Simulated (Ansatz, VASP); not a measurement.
# One calculation of Si, two programs

```
Si
1.0
     3.83191    0.00000    0.00000
    -1.91595    3.31853    0.00000
     0.28538    0.00000    6.34182
Si
4
Direct
  0.33057 0.66681 0.06321
  0.66377 0.33319 0.56321
  0.33623 0.66681 0.43679
  0.66943 0.33319 0.93679
```

Change from the starting cell: shear of c along a, cell held, atoms relaxed: +4.5 %.

Alike in both runs: functional r2SCAN; k mesh 12 × 12 × 4; occupations gaussian, width 0.02 eV; no spin polarisation.

Ansatz relaxed the structure, and its values are those at the end. VASP's run is a single point on that final structure, the one shown.

|  | VASP | Ansatz |
| --- | --- | --- |
| version | VASP 6.6.1 | Ansatz 0.2.0 |
| potentials or method | VASP PAW PBE potentials, release 64 (Si), cutoff 520 eV | scalar-relativistic, plane waves, PAW |
| valence electrons in the cell | 16 | 16 |

Ansatz gave:

| Property | Result |
| --- | --- |
| gap on the k mesh at the Fermi level (eV) | 0.52 |
| least direct gap on the mesh (eV) | 1.29 |
| pressure (GPa) | -0.1 |

**Question.** What did VASP give for the same quantities?

**Answer.** gap on the k mesh at the Fermi level (eV): 0.54; least direct gap on the mesh (eV): 1.31; pressure (GPa): -0.3.

VASP's potentials were made for PBE, not for r2SCAN. With one functional, cell and mesh, what is left measures potentials, basis and numerics. Ansatz's warnings: stress scf threshold loose.
